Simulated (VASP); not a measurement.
Write the native input for VASP 6.6.1 that does the following.

| Quantity | Value |
| --- | --- |
| Task | single point |
| Functional | r2SCAN |
| Potentials or basis | VASP PAW PBE potentials, release 64 (Bi_d) |
| Cutoff | 520 eV |
| k mesh | 9 × 9 × 9 |
| Occupations | gaussian, width 0.3 eV |
| Spin | no spin polarisation |
| Dipole correction | no |
| Further INCAR settings | ALGO = Normal; EDIFF = 1e-06; NBANDS = 22 |

The system is Bi.

```
CELL_PARAMETERS angstrom
2.26726 1.30900 4.11667
-2.26726 1.30900 4.11667
0.00000 -2.61800 4.11667
ATOMIC_POSITIONS crystal
Bi 0.23171 0.23171 0.23171
Bi 0.76829 0.76829 0.76829
```

These files were run (other wordings do the same):

POSCAR

```
Bi
1.0
    2.2672586491      1.3090023913      4.1166667488
   -2.2672586491      1.3090023913      4.1166667488
    0.0000000000     -2.6180047827      4.1166667487
Bi
2
Direct
    0.2317091399      0.2317091399      0.2317091399
    0.7682908601      0.7682908601      0.7682908601
```

INCAR.step1

```
SYSTEM = Bi
ALGO = Normal
EDIFF = 1E-4
ENCUT = 520
GGA = PE
ISMEAR = 0
LASPH = .TRUE.
LCHARG = .FALSE.
LREAL = .FALSE.
LWAVE = .TRUE.
NBANDS = 22
NELM = 100
PREC = Accurate
SIGMA = 0.3
```

INCAR.step2

```
SYSTEM = Bi
ALGO = Normal
EDIFF = 1E-6
ENCUT = 520
ISIF = 2
ISMEAR = 0
ISTART = 1
LASPH = .TRUE.
LCHARG = .FALSE.
LMIXTAU = .TRUE.
LREAL = .FALSE.
LWAVE = .FALSE.
METAGGA = R2SCAN
NBANDS = 22
NELM = 100
PREC = Accurate
SIGMA = 0.3
```

KPOINTS

```
k-points
0
G
  9 9 9
  0 0 0
```

Potentials or basis: VASP PAW PBE potentials, release 64 (Bi_d).

Run with:

```bash
$ cat potpaw_PBE.64/Bi_d/POTCAR > POTCAR
$ cp INCAR.step1 INCAR
$ mpirun -np 1 vasp_std > vasp.out
$ cp INCAR.step2 INCAR
$ mpirun -np 1 vasp_std > vasp.out
```

It gave:

| Property | Result |
| --- | --- |
| Pressure | 0.0 GPa |
| Largest force | 0.008 eV/Å |

Caveat: so wide a smearing shifts energies and pressures; the PAW data sets were made with another functional, which shifts forces and pressure a little.

It took 25 min on 1 thread of AMD EPYC 7571 (shared host), peak memory 0.25 GiB.
